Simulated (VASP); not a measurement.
**MnAl2: single point with PBE**

The system is MnAl2.

```
CELL_PARAMETERS angstrom
0.00000 2.88342 2.88342
2.88342 0.00000 2.88342
2.88342 2.88342 0.00000
ATOMIC_POSITIONS crystal
Mn 0.00000 0.00000 0.00000
Al 0.25000 0.25000 0.25000
Al 0.75000 0.75000 0.75000
```

| Quantity | Value |
| --- | --- |
| Program | VASP 6.6.1 |
| Task | single point |
| Functional | PBE |
| Potentials or basis | VASP PAW PBE potentials, release 64 (Mn_pv, Al) |
| Cutoff | 500 eV |
| k mesh | 5 × 5 × 5 |
| Occupations | gaussian, width 0.0215 eV |
| Spin | no spin polarisation |
| Dipole correction | no |
| Further INCAR settings | ALGO = Normal; EDIFF = 1e-06; NBANDS = 16 |

| Property | Result |
| --- | --- |
| Pressure | -0.1 GPa |
| Band gap on the k mesh | zero (an odd number of electrons rules out a gap without spin polarisation) |

Levels at points of the mesh, in eV from the Fermi level:
```csv
k point,band 7,band 8,band 9,band 10,band 11,band 12
"(0.00, 0.00, 0.00)",-1.83,-0.36,-0.36,4.48,4.48,4.48
```

Run time: 17 s on 1 thread of Intel Xeon 8259CL, with other jobs on the host, peak memory 0.16 GiB.

Caveat: the k points lie up to 0.38 Å⁻¹ apart, too coarse for converged energies and pressures of a metal; the run has no spin polarisation, though such a crystal can be magnetic. Spin polarisation is off, so any magnetic state and its effect on volume and gap are missing.
